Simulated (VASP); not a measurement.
# N (Pa-3) in VASP: relaxation of cell and atoms with PBE

Aim: the relaxation of cell and atoms of N with PBE.

Everything below comes from runs of VASP 6.6.1. Logs are shortened: lines on timing, memory, paths and dates and some standing lists are left out, and cuts for length are marked.

**1. The cell of the first run**

Symmetry: Pa-3, No. 205, cubic system. Conventional cell: a = 5.659 Å, b = 5.659 Å, c = 5.659 Å, α = 90.00°, β = 90.00°, γ = 90.00°. N (site symmetry 3) has 1 N at 1.10 Å within 1.5 Å.

**2. Relaxation of cell and atoms, PBE**

Input file INCAR:

```
  PREC = Accurate
  ENCUT = 1330
  EDIFF = 1E-7
  ISMEAR = 0
  SIGMA = 0.02
  LREAL = False
  LASPH = True
  NELM = 120
  ALGO = Normal
  ISIF = 3
  LWAVE = False
  LCHARG = False
  GGA = PE
  IBRION = 2
  NSW = 70
  EDIFFG = -0.02
  GGA_COMPAT = False
  NELMIN = 4
```

Input file KPOINTS:

```
Automatic mesh
0
Gamma
  4 4 4
```

Input file POSCAR:

```
N
1.0
    5.6589943538      0.0000000000      0.0000000000
    0.0000000000      5.6589943538      0.0000000000
    0.0000000000      0.0000000000      5.6589943538
N
8
Direct
    0.0561888079      0.0561888079      0.0561888079
    0.4438111921      0.9438111921      0.5561888079
    0.5561888079      0.4438111921      0.9438111921
    0.9438111921      0.5561888079      0.4438111921
    0.9438111921      0.9438111921      0.9438111921
    0.5561888079      0.0561888079      0.4438111921
    0.4438111921      0.5561888079      0.0561888079
    0.0561888079      0.4438111921      0.5561888079
```

Potentials or basis: VASP PAW PBE potentials, release 64 (N_h).

Launch:

```sh
> cat potpaw_PBE.64/N_h/POTCAR > POTCAR
> mpirun -np 1 vasp_std > vasp.out
```

OUTCAR:

```text
PREC = Accurate
   ENCUT = 1330
   EDIFF = 1E-7
   ISMEAR = 0
   LREAL = False
   LASPH = True
   NELM = 120
   ISIF = 3
   GGA = PE
   IBRION = 2
   NSW = 70
   EDIFFG = -0.02
   NELMIN = 4

 ion  position               nearest neighbor table
   1  0.056  0.056  0.056-   5 1.10
   2  0.444  0.944  0.556-   6 1.10
   3  0.556  0.444  0.944-   7 1.10
   4  0.944  0.556  0.444-   8 1.10
   5  0.944  0.944  0.944-   1 1.10
   6  0.556  0.056  0.444-   2 1.10
   7  0.444  0.556  0.056-   3 1.10
   8  0.056  0.444  0.556-   4 1.10

  LATTYP: Found a simple cubic cell.
 ALAT       =     5.6589943538

  Lattice vectors:

 A1 = (   5.6589943538,   0.0000000000,   0.0000000000)
 A2 = (   0.0000000000,   5.6589943538,   0.0000000000)
 A3 = (   0.0000000000,   0.0000000000,   5.6589943538)

Analysis of symmetry for initial positions (statically):
=====================================================================
 Subroutine PRICEL returns:
 Original cell was already a primitive cell.

 Routine SETGRP: Setting up the symmetry group for a
 simple cubic supercell.

 Subroutine GETGRP returns: Found 24 space group operations
 (whereof  6 operations were pure point group operations)
 out of a pool of 48 trial point group operations.

The static configuration has the point symmetry S_6 .
 The point group associated with its full space group is T_h .

Analysis of symmetry for dynamics (positions and initial velocities):
=====================================================================
 Subroutine PRICEL returns:
 Original cell was already a primitive cell.

 Routine SETGRP: Setting up the symmetry group for a
 simple cubic supercell.

 Subroutine GETGRP returns: Found 24 space group operations
 (whereof  6 operations were pure point group operations)
 out of a pool of 48 trial point group operations.

The dynamic configuration has the point symmetry S_6 .
 The point group associated with its full space group is T_h .

 Subroutine INISYM returns: Found 24 space group operations
 (whereof  6 operations are pure point group operations),
 and found     1 'primitive' translations

----------------------------------------------------------------------------------------

                                     Primitive cell

  volume of cell :     181.2249

  direct lattice vectors                    reciprocal lattice vectors
     5.658994354  0.000000000  0.000000000     0.176709842  0.000000000  0.000000000
     0.000000000  5.658994354  0.000000000     0.000000000  0.176709842  0.000000000
     0.000000000  0.000000000  5.658994354     0.000000000  0.000000000  0.176709842

  length of vectors
     5.658994354  5.658994354  5.658994354     0.176709842  0.176709842  0.176709842

  position of ions in fractional coordinates (direct lattice)
     0.056188808  0.056188808  0.056188808
     0.443811192  0.943811192  0.556188808
     0.556188808  0.443811192  0.943811192
     0.943811192  0.556188808  0.443811192
     0.943811192  0.943811192  0.943811192
     0.556188808  0.056188808  0.443811192
     0.443811192  0.556188808  0.056188808
     0.056188808  0.443811192  0.556188808

  ion indices of the primitive-cell ions
   primitive index   ion index
                 1           1
                 2           2
                 3           3
                 4           4
                 5           5
                 6           6
                 7           7
                 8           8

----------------------------------------------------------------------------------------

 KPOINTS: Automatic mesh

Automatic generation of k-mesh.
 Grid dimensions read from file:
 generate k-points for:    4    4    4

 Generating k-lattice:

  Cartesian coordinates                     Fractional coordinates (reciprocal lattice)
     0.044177461  0.000000000  0.000000000     0.250000000  0.000000000  0.000000000
     0.000000000  0.044177461  0.000000000     0.000000000  0.250000000  0.000000000
     0.000000000  0.000000000  0.044177461     0.000000000  0.000000000  0.250000000

  Length of vectors
     0.044177461  0.044177461  0.044177461

  Shift w.r.t. Gamma in fractional coordinates (k-lattice)
     0.000000000  0.000000000  0.000000000

 Subroutine IBZKPT returns following result:
 ===========================================

 Found     11 irreducible k-points:

 Following reciprocal coordinates:
            Coordinates               Weight
  0.000000  0.000000  0.000000      1.000000
  0.250000  0.000000  0.000000      6.000000
  0.500000  0.000000  0.000000      3.000000
  0.250000  0.250000  0.000000     12.000000
  0.500000  0.250000  0.000000      6.000000
 -0.250000  0.500000  0.000000      6.000000
  0.500000  0.500000  0.000000      3.000000
  0.250000  0.250000  0.250000      8.000000
  0.500000  0.250000  0.250000     12.000000
  0.500000  0.500000  0.250000      6.000000
  0.500000  0.500000  0.500000      1.000000
   k-points           NKPTS =     11   k-points in BZ     NKDIM =     11   number of bands    NBANDS=     25
   number of dos      NEDOS =    301   number of ions     NIONS =      8
   total plane-waves  NPLWV = 343000
   dimension x,y,z NGX =    70 NGY =   70 NGZ =   70
   dimension x,y,z NGXF=   140 NGYF=  140 NGZF=  140
   ions per type =               8
   NGX,Y,Z   is equivalent  to a cutoff of  20.56, 20.56, 20.56 a.u.
   NGXF,Y,Z  is equivalent  to a cutoff of  41.13, 41.13, 41.13 a.u.
 SYSTEM =  unknown system
   PREC   = accura    normal or accurate (medium, high low for compatibility)
   ISTART =      0    job   : 0-new  1-cont  2-samecut
   ICHARG =      2    charge: 1-file 2-atom 10-const
   ISPIN  =      1    spin polarized calculation?
   LNONCOLLINEAR =      F non collinear calculations
   LSORBIT =      F    spin-orbit coupling
   LASPH  =      T    aspherical Exc in radial PAW
   ENCUT  = 1330.0 eV  97.75 Ry    9.89 a.u.  16.83 16.83 16.83*2*pi/ulx,y,z
   NELM   =    120;   NELMIN=  4; NELMDL= -5     # of ELM steps
   EDIFF  = 0.1E-06   stopping-criterion for ELM
   LREAL  =      F    real-space projection
   EDIFFG = -.2E-01   stopping-criterion for IOM
   NSW    =     70    number of steps for IOM
   IBRION =      2    ionic relax: 0-MD 1-quasi-New 2-CG
   NFREE  =      1    steps in history (QN), initial steepest desc. (CG)
   ISIF   =      3    stress and relaxation
   ISYM   =      2    0-nonsym 1-usesym 2-fastsym
   POTIM  = 0.5000    time-step for ionic-motion
   TEBEG  =    0.0;   TEEND  =   0.0 temperature during run
   PSTRESS=    0.0 pullay stress
   NELECT =      40.0000    total number of electrons
   NUPDOWN=      -1.0000    fix difference up-down
   EMIN   =  10.00;   EMAX   =-10.00  energy-range for DOS
   EFERMI =   0.00;   METHOD = LEGACY
   ISMEAR =     0;   SIGMA  =   0.02  broadening in eV -4-tet -1-fermi 0-gaus
   EFERMI_NEDOS =   21; number of points for ismear=-14 and -15
   IALGO  =     38    algorithm
   IMIX   =      4    mixing-type and parameters
     AMIX     =   0.40;   BMIX     =  1.00
     AMIX_MAG =   1.60;   BMIX_MAG =  1.00
  volume/ion in A,a.u.               =      22.65       152.87
  Fermi-wavevector in a.u.,A,eV,Ry     =   0.989363  1.869625 13.317909  0.978839
  Thomas-Fermi vector in A             =   2.120956
   LORBIT       =      0    0 simple, 1 ext, 2 COOP (PROOUT), +10 PAW based schemes
   GGA     = PE    functional components
   LHFCALC =     F    Hartree Fock is set to
   AEXX    =    0.0000 exact exchange contribution
   IVDW    =     0    specifies the selected vdW correction
   LEPSILON=     F    determine dielectric tensor
   LRPA    =     F    only Hartree local field effects (RPA)
 conjugate gradient relaxation of ions
 non-spin polarized calculation
 Gauss-broadening in eV      SIGMA  =   0.02
  energy-cutoff  :     1330.00
  volume of cell :      181.22
 maximum number of plane-waves:     20016
 NGX is ok and might be reduce to    70
   NGX = 33   NGY = 33   NGZ = 33

--------------------------------------- Ionic step        1  -------------------------------------------

 number of electron      40.0000000 magnetization

 Free energy of the ion-electron system (eV)
  ---------------------------------------------------
  ext. energy  EPLUGINS =         0.00000000
  ---------------------------------------------------
  free energy    TOTEN  =       -67.33489014 eV

  energy without entropy =      -67.33489014  energy(sigma->0) =      -67.33489014

------------------------ aborting loop because EDIFF is reached ----------------------------------------

  FORCE on cell =-STRESS in cart. coord.  units (eV):
  Direction    XX          YY          ZZ          XY          YZ          ZX
  --------------------------------------------------------------------------------------
  -------------------------------------------------------------------------------------
  Total        0.5285886      0.5285886      0.5285886     -0.0000000     -0.0000000     -0.0000000
  in kB        4.6731592      4.6731592      4.6731592     -0.0000000     -0.0000000     -0.0000000
  external PRESSURE =       4.6731592 kB  Pullay stress =       0.0000000 kB
[... 107 lines left out ...]
  FREE ENERGIE OF THE ION-ELECTRON SYSTEM (eV)
  ---------------------------------------------------
  free  energy   TOTEN  =       -67.3353658692 eV

  energy  without entropy=      -67.3353658692  energy(sigma->0) =      -67.33536587

[... ionic steps 4 to 7 ...]

--------------------------------------- Ionic step        8  -------------------------------------------

 number of electron      39.9999999 magnetization

------------------------ aborting loop because EDIFF is reached ----------------------------------------

  FORCE on cell =-STRESS in cart. coord.  units (eV):
  Direction    XX          YY          ZZ          XY          YZ          ZX
  --------------------------------------------------------------------------------------
  -------------------------------------------------------------------------------------
  Total        0.5443268      0.5443268      0.5443268      0.0000000      0.0000000      0.0000000
  in kB        3.9908645      3.9908645      3.9908645      0.0000000      0.0000000      0.0000000
  external PRESSURE =       3.9908645 kB  Pullay stress =       0.0000000 kB
[... 69 lines left out ...]
  energy  without entropy=      -67.3706344665  energy(sigma->0) =      -67.37063447

--------------------------------------- Ionic step       10  -------------------------------------------

 number of electron      39.9999999 magnetization

 Free energy of the ion-electron system (eV)
  ---------------------------------------------------
  ext. energy  EPLUGINS =         0.00000000
  ---------------------------------------------------
  free energy    TOTEN  =       -67.37121957 eV

  energy without entropy =      -67.37121957  energy(sigma->0) =      -67.37121957

 E-fermi :  -6.9013     XC(G=0):  -5.7594

 val. band max:       -7.0419872964   @ k =   0.5000   0.0000   0.0000
 cond. band min:       0.6006702998   @ k =   0.0000   0.0000   0.0000
 fundamental gap:      7.6426575963
 Fermi energy:        -6.9012973683

 k-point     1 :       0.0000    0.0000    0.0000
  band No.  band energies     occupation
      1     -25.1211      2.00000
      2     -25.0959      2.00000
      3     -25.0959      2.00000
      4     -25.0959      2.00000
      5     -10.4915      2.00000
      6     -10.4915      2.00000
[... 332 lines left out ...]
  FREE ENERGIE OF THE ION-ELECTRON SYSTEM (eV)
  ---------------------------------------------------
  free  energy   TOTEN  =       -67.3712195702 eV

  energy  without entropy=      -67.3712195702  energy(sigma->0) =      -67.37121957

 reached required accuracy - stopping structural energy minimisation
```

It took 14 min on 1 thread of Intel Xeon 6975P-C (Granite Rapids), shared host; peak memory 0.8 GiB.

What came out:

```
Free energy                           : -67.3712 eV
Relaxed volume                        : 27.62 Å³/atom
Relaxed cell                          : a = 6.046 Å, b = 6.046 Å, c = 6.046 Å, α = 90.00°, β = 90.00°, γ = 90.00°
Space group after relaxing (to 0.1 Å) : Pa-3 (No. 205)
Energy gained by relaxing             : 4.5 meV/atom
Ionic steps                           : 10
Pressure after relaxing               : 0.0 GPa
Largest force after relaxing          : 0.014 eV/Å
Band gap on the k mesh                : 7.64 eV (least direct gap 7.65 eV)
```

Forces in eV/Å, atoms in the order of the input:
```
N    0.008  0.008  0.008
N   -0.008 -0.008  0.008
N    0.008 -0.008 -0.008
N   -0.008  0.008 -0.008
N   -0.008 -0.008 -0.008
N    0.008  0.008 -0.008
N   -0.008  0.008  0.008
N    0.008 -0.008  0.008
```

Step by step:
| step | energy change (eV) | largest force (eV/Å) | pressure (GPa) | volume (Å³) |
| --- | --- | --- | --- | --- |
| 1 | 0.0000 | 0.0447 | 0.47 | 181.22 |
| 2 | 0.0115 | 1.0447 | -0.97 | 182.96 |
| 3 | -0.0005 | 0.1414 | 0.22 | 181.51 |
| 4 | -0.0024 | 0.1391 | 0.21 | 182.27 |
| 5 | -0.0076 | 0.1291 | 0.18 | 184.55 |
| 6 | -0.0165 | 0.0987 | 0.14 | 189.17 |
| 7 | -0.0286 | 0.0031 | 0.15 | 198.64 |
| 8 | -0.0345 | 0.3730 | 0.40 | 218.53 |
| 9 | -0.0357 | 0.2155 | 0.23 | 219.60 |
| 10 | -0.0363 | 0.0136 | 0.00 | 221.00 |

Final structure:
```yaml
crystal:
  lattice:
    - [6.04593, 0.00000, 0.00000]
    - [0.00000, 6.04593, 0.00000]
    - [0.00000, 0.00000, 6.04593]
  atoms:
    - { symbol: N, position: [0.05263, 0.05263, 0.05263] }
    - { symbol: N, position: [0.44737, 0.94737, 0.55263] }
    - { symbol: N, position: [0.55263, 0.44737, 0.94737] }
    - { symbol: N, position: [0.94737, 0.55263, 0.44737] }
    - { symbol: N, position: [0.94737, 0.94737, 0.94737] }
    - { symbol: N, position: [0.55263, 0.05263, 0.44737] }
    - { symbol: N, position: [0.44737, 0.55263, 0.05263] }
    - { symbol: N, position: [0.05263, 0.44737, 0.55263] }
```

Caveat: the volume moved by over 15 % at a fixed basis, so the end points are rough; this functional lacks dispersion, which holds the molecules together, so the pressure and a relaxed volume are unreliable. A k mesh can miss the band edges.
